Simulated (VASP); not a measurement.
# PdPt2Se6 (R-3) in VASP: single point with PBE

Aim: the single point of PdPt2Se6 with PBE.

Everything below comes from runs of VASP 6.6.1. Logs are shortened: lines on timing, memory, paths and dates and some standing lists are left out, and cuts for length are marked.

## Step 1: The cell of the first run

The structure is trigonal, space group R-3 (No. 148). Conventional cell: a = 6.494 Å, b = 6.494 Å, c = 18.746 Å, α = 90.00°, β = 90.00°, γ = 120.00°. Pd (site symmetry -3) has 6 Se at 2.53 Å within 3.3 Å. Within 3.3 Å of Pt (site symmetry 3) lie 6 Se at 2.53 Å. Se (site symmetry 1) has 2 Pt at 2.53 Å and 1 Pd at 2.53 Å within 3.3 Å.

## Step 2: Single point, PBE

Contents of INCAR:

```
SYSTEM = PdPt2Se6
ALGO = Normal
EDIFF = 1E-6
ENCUT = 520
GGA = PE
ISIF = 2
ISMEAR = 0
LASPH = .True.
LCHARG = .True.
LELF = .True.
LREAL = .False.
LVHAR = .True.
LWAVE = .False.
NBANDS = 43
NELM = 100
PREC = Accurate
SIGMA = 0.1
```

Contents of KPOINTS:

```
k-points
0
Gamma
  3 3 3
  0 0 0
```

Contents of POSCAR:

```
PdPt2Se6
1.0
    3.2471099000      1.8747198000      6.2487596000
   -3.2471099000      1.8747198000      6.2487596000
    0.0000000000     -3.7494396000      6.2487596000
Pd Pt Se
1 2 6
Direct
    0.0000000000      0.0000000000      0.0000000000
    0.6667190000      0.6667190000      0.6667190000
    0.3332810000      0.3332810000      0.3332810000
    0.5967720000      0.2639060000      0.9301240000
    0.2639060000      0.9301240000      0.5967720000
    0.9301240000      0.5967720000      0.2639060000
    0.0698760000      0.4032280000      0.7360940000
    0.7360940000      0.0698760000      0.4032280000
    0.4032280000      0.7360940000      0.0698760000
```

Potentials or basis: VASP PAW PBE potentials, release 64 (Pd, Pt, Se).

On the command line:

```
$ cat potpaw_PBE.64/Pd/POTCAR potpaw_PBE.64/Pt/POTCAR potpaw_PBE.64/Se/POTCAR > POTCAR
$ mpirun -np 1 vasp_std > vasp.out
```

OUTCAR:

```text
SYSTEM = PdPt2Se6
   EDIFF = 1E-6
   ENCUT = 520
   GGA = PE
   ISIF = 2
   ISMEAR = 0
   LASPH = .True.
   LREAL = .False.
   NELM = 100
   PREC = Accurate

 ion  position               nearest neighbor table
   1  0.000  0.000  0.000-   4 2.53   9 2.53   8 2.53   5 2.53   6 2.53   7 2.53
   2  0.667  0.667  0.667-   5 2.53   6 2.53   4 2.53   7 2.53   8 2.53   9 2.53
   3  0.333  0.333  0.333-   8 2.53   7 2.53   9 2.53   6 2.53   5 2.53   4 2.53
   4  0.597  0.264  0.930-   2 2.53   3 2.53   1 2.53
   5  0.264  0.930  0.597-   2 2.53   3 2.53   1 2.53
   6  0.930  0.597  0.264-   2 2.53   3 2.53   1 2.53
   7  0.070  0.403  0.736-   3 2.53   2 2.53   1 2.53
   8  0.736  0.070  0.403-   3 2.53   2 2.53   1 2.53
   9  0.403  0.736  0.070-   3 2.53   2 2.53   1 2.53

  LATTYP: Found a trigonal (rhomboedric) cell.
 ALAT       =     7.2873378932
 COS(alpha) =     0.6029125468

  Lattice vectors:

 A1 = (   3.2471099000,   1.8747198000,   6.2487596000)
 A2 = (  -3.2471099000,   1.8747198000,   6.2487596000)
 A3 = (   0.0000000000,  -3.7494396000,   6.2487596000)

Analysis of symmetry for initial positions (statically):
=====================================================================
 Subroutine PRICEL returns:
 Original cell was already a primitive cell.

 Routine SETGRP: Setting up the symmetry group for a
 trigonal (rhombohedral) supercell.

 Subroutine GETGRP returns: Found  6 space group operations
 (whereof  6 operations were pure point group operations)
 out of a pool of 12 trial point group operations.

The static configuration has the point symmetry S_6 .

Analysis of symmetry for dynamics (positions and initial velocities):
=====================================================================
 Subroutine PRICEL returns:
 Original cell was already a primitive cell.

 Routine SETGRP: Setting up the symmetry group for a
 trigonal (rhombohedral) supercell.

 Subroutine GETGRP returns: Found  6 space group operations
 (whereof  6 operations were pure point group operations)
 out of a pool of 12 trial point group operations.

The dynamic configuration has the point symmetry S_6 .

 Subroutine INISYM returns: Found  6 space group operations
 (whereof  6 operations are pure point group operations),
 and found     1 'primitive' translations

----------------------------------------------------------------------------------------

                                     Primitive cell

  volume of cell :     228.2330

  direct lattice vectors                    reciprocal lattice vectors
     3.247109900  1.874719800  6.248759600     0.153983085  0.088902174  0.053343920
    -3.247109900  1.874719800  6.248759600    -0.153983085  0.088902174  0.053343920
     0.000000000 -3.749439600  6.248759600     0.000000000 -0.177804349  0.053343920

  length of vectors
     7.287337893  7.287337893  7.287337913     0.185633943  0.185633943  0.185633942

  position of ions in fractional coordinates (direct lattice)
     0.000000000  0.000000000  0.000000000
     0.666719000  0.666719000  0.666719000
     0.333281000  0.333281000  0.333281000
     0.596772000  0.263906000  0.930124000
     0.263906000  0.930124000  0.596772000
     0.930124000  0.596772000  0.263906000
     0.069876000  0.403228000  0.736094000
     0.736094000  0.069876000  0.403228000
     0.403228000  0.736094000  0.069876000

  ion indices of the primitive-cell ions
   primitive index   ion index
                 1           1
                 2           2
                 3           3
                 4           4
                 5           5
                 6           6
                 7           7
                 8           8
                 9           9

----------------------------------------------------------------------------------------

 KPOINTS: k-points

Automatic generation of k-mesh.
 Grid dimensions read from file:
 generate k-points for:    3    3    3

 Generating k-lattice:

  Cartesian coordinates                     Fractional coordinates (reciprocal lattice)
     0.051327695  0.029634058  0.017781307     0.333333333  0.000000000  0.000000000
    -0.051327695  0.029634058  0.017781307     0.000000000  0.333333333  0.000000000
     0.000000000 -0.059268116  0.017781307     0.000000000  0.000000000  0.333333333

  Length of vectors
     0.061877981  0.061877981  0.061877981

  Shift w.r.t. Gamma in fractional coordinates (k-lattice)
     0.000000000  0.000000000  0.000000000

 Subroutine IBZKPT returns following result:
 ===========================================

 Found      6 irreducible k-points:

 Following reciprocal coordinates:
            Coordinates               Weight
  0.000000  0.000000  0.000000      1.000000
  0.333333 -0.000000 -0.000000      6.000000
  0.333333  0.333333 -0.000000      6.000000
 -0.333333  0.333333  0.000000      6.000000
  0.333333  0.333333  0.333333      2.000000
 -0.333333  0.333333  0.333333      6.000000
   k-points           NKPTS =      6   k-points in BZ     NKDIM =      6   number of bands    NBANDS=     43
   number of dos      NEDOS =    301   number of ions     NIONS =      9
   total plane-waves  NPLWV = 157464
   dimension x,y,z NGX =    54 NGY =   54 NGZ =   54
   dimension x,y,z NGXF=   108 NGYF=  108 NGZF=  108
   ions per type =               1   2   6
   NGX,Y,Z   is equivalent  to a cutoff of  12.32, 12.32, 12.32 a.u.
   NGXF,Y,Z  is equivalent  to a cutoff of  24.64, 24.64, 24.64 a.u.
 SYSTEM =  PdPt2Se6
   PREC   = accura    normal or accurate (medium, high low for compatibility)
   ISTART =      0    job   : 0-new  1-cont  2-samecut
   ICHARG =      2    charge: 1-file 2-atom 10-const
   ISPIN  =      1    spin polarized calculation?
   LNONCOLLINEAR =      F non collinear calculations
   LSORBIT =      F    spin-orbit coupling
   LASPH  =      T    aspherical Exc in radial PAW
   ENCUT  =  520.0 eV  38.22 Ry    6.18 a.u.  13.55 13.55 13.55*2*pi/ulx,y,z
   NELM   =    100;   NELMIN=  2; NELMDL= -5     # of ELM steps
   EDIFF  = 0.1E-05   stopping-criterion for ELM
   LREAL  =      F    real-space projection
[... 7 lines left out ...]
   TEBEG  =    0.0;   TEEND  =   0.0 temperature during run
   PSTRESS=    0.0 pullay stress
   NELECT =      66.0000    total number of electrons
   NUPDOWN=      -1.0000    fix difference up-down
   EMIN   =  10.00;   EMAX   =-10.00  energy-range for DOS
   EFERMI =   0.00;   METHOD = LEGACY
   ISMEAR =     0;   SIGMA  =   0.10  broadening in eV -4-tet -1-fermi 0-gaus
   EFERMI_NEDOS =   21; number of points for ismear=-14 and -15
   IALGO  =     38    algorithm
   IMIX   =      4    mixing-type and parameters
     AMIX     =   0.40;   BMIX     =  1.00
     AMIX_MAG =   1.60;   BMIX_MAG =  1.00
  volume/ion in A,a.u.               =      25.36       171.13
  Fermi-wavevector in a.u.,A,eV,Ry     =   1.082588  2.045795 15.945994  1.171997
  Thomas-Fermi vector in A             =   2.218633
   LORBIT       =      0    0 simple, 1 ext, 2 COOP (PROOUT), +10 PAW based schemes
   GGA     = PE    functional components
   LHFCALC =     F    Hartree Fock is set to
   AEXX    =    0.0000 exact exchange contribution
   IVDW    =     0    specifies the selected vdW correction
   LEPSILON=     F    determine dielectric tensor
   LRPA    =     F    only Hartree local field effects (RPA)
 non-spin polarized calculation
 Gauss-broadening in eV      SIGMA  =   0.10
  energy-cutoff  :      520.00
  volume of cell :      228.23
 maximum number of plane-waves:      6155
 NGX is ok and might be reduce to    54
   NGX = 27   NGY = 27   NGZ = 27

 number of electron      65.9999996 magnetization

 Free energy of the ion-electron system (eV)
  ---------------------------------------------------
  ext. energy  EPLUGINS =         0.00000000
  ---------------------------------------------------
  free energy    TOTEN  =       -41.58380715 eV

  energy without entropy =      -41.58380715  energy(sigma->0) =      -41.58380715

 E-fermi :   3.8205     XC(G=0):  -9.2265

 val. band max:        3.4208311856   @ k =   0.3333  -0.0000  -0.0000
 cond. band min:       4.2280298836   @ k =  -0.3333   0.3333   0.3333
 fundamental gap:      0.8071986981
 Fermi energy:         3.8204670083

 k-point     1 :       0.0000    0.0000    0.0000
  band No.  band energies     occupation
      1     -10.7651      2.00000
      2      -9.2049      2.00000
      3      -9.2049      2.00000
      4      -9.1653      2.00000
      5      -9.1653      2.00000
      6      -8.9756      2.00000
[... 35 lines left out ...]
     42       9.3667      0.00000
     43      10.0015      0.00000

 k-point     2 :       0.3333   -0.0000   -0.0000
  band No.  band energies     occupation
      1     -10.4078      2.00000
      2      -9.6032      2.00000
      3      -9.3150      2.00000
      4      -9.2041      2.00000
      5      -9.1233      2.00000
      6      -9.0184      2.00000
[... 35 lines left out ...]
     42       9.5548      0.00000
     43       9.7861      0.00000

 k-point     3 :       0.3333    0.3333   -0.0000
  band No.  band energies     occupation
      1     -10.3874      2.00000
      2      -9.5742      2.00000
      3      -9.2946      2.00000
      4      -9.2318      2.00000
      5      -9.1545      2.00000
      6      -9.0532      2.00000
[... 35 lines left out ...]
     42       9.9395      0.00000
     43       9.9842      0.00000

 k-point     4 :      -0.3333    0.3333    0.0000
  band No.  band energies     occupation
      1      -9.8793      2.00000
      2      -9.8492      2.00000
      3      -9.7217      2.00000
      4      -9.1529      2.00000
      5      -9.1126      2.00000
      6      -9.0745      2.00000
[... 35 lines left out ...]
     42       8.8038      0.00000
     43       9.8290      0.00000

 k-point     5 :       0.3333    0.3333    0.3333
  band No.  band energies     occupation
      1     -10.7096      2.00000
      2      -9.2054      2.00000
      3      -9.2054      2.00000
      4      -9.1665      2.00000
      5      -9.1665      2.00000
      6      -9.0892      2.00000
[... 35 lines left out ...]
     42       8.9971      0.00000
     43       9.8611      0.00000

 k-point     6 :      -0.3333    0.3333    0.3333
  band No.  band energies     occupation
      1     -10.3467      2.00000
      2      -9.6168      2.00000
      3      -9.3032      2.00000
      4      -9.2206      2.00000
      5      -9.1380      2.00000
      6      -9.0911      2.00000
[... 35 lines left out ...]
     42       9.9444      0.00000
     43      10.1822      0.00000

------------------------ aborting loop because EDIFF is reached ----------------------------------------

  FORCE on cell =-STRESS in cart. coord.  units (eV):
  Direction    XX          YY          ZZ          XY          YZ          ZX
  --------------------------------------------------------------------------------------
  -------------------------------------------------------------------------------------
  Total       -0.0386737     -0.0386737      0.0832632      0.0000000     -0.0000000      0.0000000
  in kB       -0.2714865     -0.2714865      0.5845011      0.0000001     -0.0000000      0.0000000
  external PRESSURE =       0.0138427 kB  Pullay stress =       0.0000000 kB

 VOLUME and BASIS-vectors are now :
 -----------------------------------------------------------------------------
  energy-cutoff  :      520.00
  volume of cell :      228.23
      direct lattice vectors                 reciprocal lattice vectors
     3.247109900  1.874719800  6.248759600     0.153983085  0.088902174  0.053343920
    -3.247109900  1.874719800  6.248759600    -0.153983085  0.088902174  0.053343920
     0.000000000 -3.749439600  6.248759600     0.000000000 -0.177804349  0.053343920

 POSITION                                       TOTAL-FORCE (eV/Angst)
 -----------------------------------------------------------------------------------
      0.00000      0.00000      0.00000         0.000000      0.000000      0.000000
      0.00000      0.00000     12.49850         0.000000      0.000000      0.000639
      0.00000      0.00000      6.24778         0.000000      0.000000     -0.000639
      1.08085     -1.87391     11.19029         0.002830      0.000529      0.006870
     -2.16328      0.00091     11.19029        -0.000957     -0.002715      0.006870
      1.08243      1.87300     11.19029        -0.001873      0.002186      0.006870
     -1.08243     -1.87300      7.55599         0.001873     -0.002186     -0.006870
      2.16328     -0.00091      7.55599         0.000957      0.002715     -0.006870
     -1.08085      1.87391      7.55599        -0.002830     -0.000529     -0.006870
 -----------------------------------------------------------------------------------
    total drift:                                0.000000      0.000000     -0.000000

  FREE ENERGIE OF THE ION-ELECTRON SYSTEM (eV)
  ---------------------------------------------------
  free  energy   TOTEN  =       -41.5838071529 eV

  energy  without entropy=      -41.5838071500  energy(sigma->0) =      -41.58380715
```

Wall time 84 s (1 thread of AMD EPYC 7R13 (Zen 3), shared host); peak memory 0.37 GiB.

What came out:

```yaml
Free_energy: -41.5838 eV
Pressure: 0.0 GPa
Largest_force: 0.007 eV/Å
Band_gap_on_the_k_mesh: 0.81 eV, indirect (least direct gap 0.88 eV)
```

Forces in eV/Å, atoms in the order of the input:
```
Pd   0.000  0.000  0.000
Pt   0.000  0.000  0.001
Pt   0.000  0.000 -0.001
Se   0.003  0.001  0.007
Se  -0.001 -0.003  0.007
Se  -0.002  0.002  0.007
Se   0.002 -0.002 -0.007
Se   0.001  0.003 -0.007
Se  -0.003 -0.001 -0.007
```

Stress tensor (GPa, compression positive):
```
-0.03  0.00  0.00
 0.00 -0.03  0.00
 0.00  0.00  0.06
```

Levels at points of the mesh, in eV from the valence-band top:
```tsv
k point	band 31	band 32	band 33	band 34	band 35	band 36
(0.00, 0.00, 0.00)	-0.29	-0.29	-0.10	1.19	1.19	1.62
```

Caveat: spin-orbit coupling is left out, which moves the levels of the heavy elements.
